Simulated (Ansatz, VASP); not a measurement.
**One calculation of SnTe, two programs**

```
Sn Te
1.0
     4.21234    0.00000    0.00000
    -2.10617    3.64799    0.00000
     0.00000    0.00000   23.58549
Sn Te
4 4
Direct
  0.33333 0.66667 0.15443
  0.66667 0.33333 0.65443
  0.33333 0.66667 0.34557
  0.66667 0.33333 0.84557
  0.33333 0.66667 0.58360
  0.66667 0.33333 0.08360
  0.33333 0.66667 0.91640
  0.66667 0.33333 0.41640
```

Change from the starting cell: species swapped into the GaSe type (P6_3/mmc, No. 194).

Alike in both runs: functional PBE; k mesh 6 × 6 × 1; occupations gaussian, width 0.1 eV; no spin polarisation.

Ansatz relaxed the structure, and its values are those at the end. VASP's run is a single point on that final structure, the one shown.

|  | VASP | Ansatz |
| --- | --- | --- |
| version | VASP 6.6.1 | Ansatz 0.2.0 |
| potentials or method | VASP PAW PBE potentials, release 64 (Sn_d, Te), cutoff 520 eV | scalar-relativistic, plane waves, PAW |
| valence electrons in the cell | 80 | 120 |

```csv
,VASP,Ansatz,Ansatz less VASP
gap on the k mesh at the Fermi level (eV),0.82,0.84,+0.018
least direct gap on the mesh (eV),1.00,1.04,+0.038
pressure (GPa),0.0,0.0,-0.02
rms of the force components (eV/Å),0.026,0.009,-0.0170
```

With one functional, cell and mesh, what is left measures potentials, basis and numerics. VASP's potentials hold 80 valence electrons a cell and Ansatz's 120, so a difference there can come from the potentials and not from the codes.

Spin-orbit coupling is off throughout.
